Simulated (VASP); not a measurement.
Set up this calculation in VASP 6.6.1, as the native input.

* Task: relaxation of cell and atoms
* Functional: LDA
* Potentials or basis: VASP PAW LDA potentials, release 64 (Ca_sv, F)
* Cutoff: 600 eV
* k mesh: 6 × 6 × 6
* Occupations: gaussian, width 0.01 eV
* Spin: no spin polarisation
* Target pressure: 10 GPa
* Dipole correction: no
* Further INCAR settings: ALGO = Normal; EDIFF = 1e-07; IBRION = 2; EDIFFG = -0.002; NSW = 100; ISIF = 3

The structure of CaF2 lies in POSCAR:

```
CaF2
1.0
    0.0000000000      2.6630867131      2.6630867131
    2.6630867131      0.0000000000      2.6630867131
    2.6630867131      2.6630867131      0.0000000000
Ca F
1 2
Direct
    0.0000000000      0.0000000000      0.0000000000
    0.2500000000      0.2500000000      0.2500000000
    0.7500000000      0.7500000000      0.7500000000
```

One way to write it, as run:

INCAR

```
SYSTEM = CaF2
PREC = Accurate ; ENCUT = 600
EDIFF = 1E-7 ; ISMEAR = 0
SIGMA = 0.01 ; LREAL = .FALSE.
LASPH = .TRUE. ; NELM = 120
ALGO = Normal ; ISIF = 3
LWAVE = .FALSE. ; LCHARG = .FALSE.
GGA = CA ; IBRION = 2
NSW = 100 ; EDIFFG = -0.002
PSTRESS = 100.0 ; GGA_COMPAT = .FALSE.
NELMIN = 4
```

KPOINTS

```
Automatic mesh
0
G
  6 6 6
  0 0 0
```

Potentials or basis: VASP PAW LDA potentials, release 64 (Ca_sv, F).

Command:

```sh
$ cat potpaw_LDA.64/Ca_sv/POTCAR potpaw_LDA.64/F/POTCAR > POTCAR
$ mpirun -np 1 vasp_std > vasp.out
```

Results of the run:

```yaml
Relaxed_volume: 11.66 Å³/atom
Relaxed_cell: a = 3.670 Å, b = 3.670 Å, c = 3.670 Å, α = 60.00°, β = 60.00°, γ = 60.00°
Space_group_after_relaxing_to_0.1_Å: Fm-3m (No. 225)
Energy_change_on_relaxing_the_run_minimises_the_enthalpy: +28.6 meV/atom
Ionic_steps: 3
Pressure_after_relaxing: 10.0 GPa
Band_gap_on_the_k_mesh: 7.85 eV (least direct gap 8.13 eV)
```

Caveat: the cell is relaxed towards a set pressure, so the run minimises the enthalpy, not the energy.

It took 34 s on 1 thread of Intel Xeon 8259CL (shared host), peak memory 0.16 GiB.
